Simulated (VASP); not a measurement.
**GaP: single point with LDA**

Crystal: GaP.

```
CELL_PARAMETERS angstrom
0.00000 2.69565 2.69565
2.69565 0.00000 2.69565
2.69565 2.69565 0.00000
ATOMIC_POSITIONS crystal
Ga 0.00000 0.00000 0.00000
P 0.75000 0.75000 0.75000
```

```json
{
 "Program": "VASP 6.6.1",
 "Task": "single point",
 "Functional": "LDA",
 "Potentials or basis": "VASP PAW LDA potentials, release 64 (Ga_d, P)",
 "Cutoff": "520 eV",
 "k mesh": "8 × 8 × 8",
 "Occupations": "gaussian, width 0.01 eV",
 "Spin": "no spin polarisation"
}
```

```json
{
  "Pressure": "0.1 GPa",
  "Band gap on the k mesh": "1.43 eV, indirect (least direct gap 1.91 eV)"
}
```

Levels at points of the mesh, in eV from the valence-band top:
| k point | band 5 | band 6 | band 7 | band 8 | band 9 | band 10 | band 11 | band 12 | band 13 | band 14 |
| --- | --- | --- | --- | --- | --- | --- | --- | --- | --- | --- |
| (0.00, 0.00, 0.00) | -14.66 | -12.76 | 0.00 | 0.00 | 0.00 | 1.91 | 3.78 | 3.78 | 3.78 | 8.64 |
| (0.50, 0.00, 0.00) | -14.65 | -10.57 | -6.90 | -1.18 | -1.18 | 1.62 | 4.62 | 4.62 | 8.11 | 10.88 |
| (0.50, 0.50, 0.00) | -14.63 | -9.60 | -7.00 | -2.82 | -2.82 | 1.43 | 1.65 | 10.70 | 10.70 | 11.27 |

Run time: 6.4 s on 1 thread of Intel(R) Xeon(R) 6975P-C (Granite Rapids), with other jobs on the host, peak memory 0.14 GiB.

A k mesh can miss the band edges.
